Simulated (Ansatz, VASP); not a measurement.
# One calculation of Ga, two programs

```
CELL_PARAMETERS angstrom
-1.41790 1.41790 2.25107
1.41790 -1.41790 2.25107
1.41790 1.41790 -2.25107
ATOMIC_POSITIONS crystal
Ga 0.00000 0.00000 0.00000
```

Change from the starting cell: volume scaled by 1.03, PAW files.

Alike in both runs: task electric field gradients; functional PBE; k mesh 16 × 16 × 16; occupations fermi-dirac, width 0.03 eV; no spin polarisation.

|  | VASP | Ansatz |
| --- | --- | --- |
| version | VASP 6.6.1 | Ansatz 0.2.0 |
| potentials or method | VASP PAW PBE potentials, release 64 (Ga_d) | PAW with Ansatz's default frozen-core files, scalar-relativistic |
| plane-wave cutoff (eV) | 520 | 420 |
| valence electrons in the cell | 13 | 13 |

Ansatz gave:

* pressure (GPa): 2.5
* traceless stress, the component that is largest in VASP (GPa): -0.47
* size of Vzz on the site where it differs most (V/Å²): 21.1

Problem. What did VASP give for the same quantities?

Solution. Pressure (GPa): 2.6; traceless stress, the component that is largest in VASP (GPa): -0.49; size of Vzz on the site where it differs most (V/Å²): 20.0.
